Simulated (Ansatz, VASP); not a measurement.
## One calculation of InP, two programs

The input POSCAR:

```
InP
1.0
    0.0000000000      2.9239748097      2.9239748097
    2.9239748097      0.0000000000      2.9239748097
    2.9239748097      2.9239748097      0.0000000000
In P
1 1
Direct
    0.0000000000      0.0000000000      0.0000000000
    0.2500000000      0.2500000000      0.2500000000
```

The input INCAR.step1:

```
SYSTEM = InP
PREC = Accurate
ENCUT = 520
ISMEAR = 0
SIGMA = 0.01
LREAL = .FALSE.
LASPH = .TRUE.
NELM = 100
NBANDS = 16
GGA = PE
ALGO = Normal
EDIFF = 1E-4
LWAVE = .TRUE.
LCHARG = .FALSE.
```

Contents of INCAR.step2:

```
SYSTEM = InP
PREC = Accurate
ENCUT = 520
EDIFF = 1E-7
ISMEAR = 0
SIGMA = 0.01
LREAL = .FALSE.
LASPH = .TRUE.
NELM = 100
ALGO = Normal
ISIF = 2
LWAVE = .FALSE.
LCHARG = .FALSE.
METAGGA = R2SCAN
LMIXTAU = .TRUE.
NBANDS = 16
ISTART = 1
```

KPOINTS

```
regular mesh
0
G
  6 6 6
  0 0 0
```

Input for Ansatz:

```yaml
crystal:
  lattice:
    - [0.0, 2.9239748097, 2.9239748097]
    - [2.9239748097, 0.0, 2.9239748097]
    - [2.9239748097, 2.9239748097, 0.0]
  atoms:
    - { symbol: In, position: [0.0, 0.0, 0.0] }
    - { symbol: P, position: [0.25, 0.25, 0.25] }
kpoints:
  mp_grid: { grid: [6, 6, 6] }
hamiltonian:
  xc: r2scan
scf:
  occupations: { method: fixed }
  n_extra_bands: 4
output:
  forces: true
  stress: true
  eigenvalues: true
```

Alike in both runs: task single point; functional r2SCAN; k mesh 6 × 6 × 6; no spin polarisation.

```csv
,VASP,Ansatz
version,VASP 6.6.1,Ansatz 0.2.0
potentials or method,"VASP PAW PBE potentials, release 64 (In_d, P)","plane waves, PAW"
plane-wave cutoff (eV),520,500
occupations,"gaussian, width 0.01 eV",fixed
valence electrons in the cell,18,18
```

Ansatz gave:

```
gap on the k mesh at the Fermi level (eV) : 1.20
pressure (GPa)                            : 2.2
```

Q: What did VASP give for the same quantities?

A: gap on the k mesh at the Fermi level (eV): 1.21; pressure (GPa): 2.1.

VASP's potentials were made for PBE, not for r2SCAN.
